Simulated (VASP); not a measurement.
A run of VASP 6.6.1 is set up as follows.

File INCAR:

```
PREC = Accurate ; ENCUT = 600
EDIFF = 1E-6 ; ISMEAR = 0
SIGMA = 0.01 ; LREAL = False
LASPH = True ; NELM = 120
ALGO = Normal ; ISIF = 2
LWAVE = False ; LCHARG = False
GGA = PE ; NBANDS = 11
GGA_COMPAT = False
```

Contents of KPOINTS:

```
Automatic mesh
0
Gamma
  4 4 4
```

POSCAR

```
BeS
1.0
    0.0000000000      2.4572669000      2.4572669000
    2.4572669000      0.0000000000      2.4572669000
    2.4572669000      2.4572669000      0.0000000000
Be S
1 1
Direct
    0.0000000000      0.0000000000      0.0000000000
    0.2500000000      0.2500000000      0.2500000000
```

Potentials or basis: VASP PAW PBE potentials, release 64 (Be, S).

Run with:

```console
$ cat potpaw_PBE.64/Be/POTCAR potpaw_PBE.64/S/POTCAR > POTCAR
$ mpirun -np 1 vasp_std > vasp.out
```

**Question.** Predict the band gap on the k mesh.

**Answer.** 3.18 eV, indirect (least direct gap 5.55 eV).

**Question.** Predict the pressure.

**Answer.** -1.6 GPa.

Caveat: the k points lie up to 0.55 Å⁻¹ apart. A k mesh can miss the band edges.
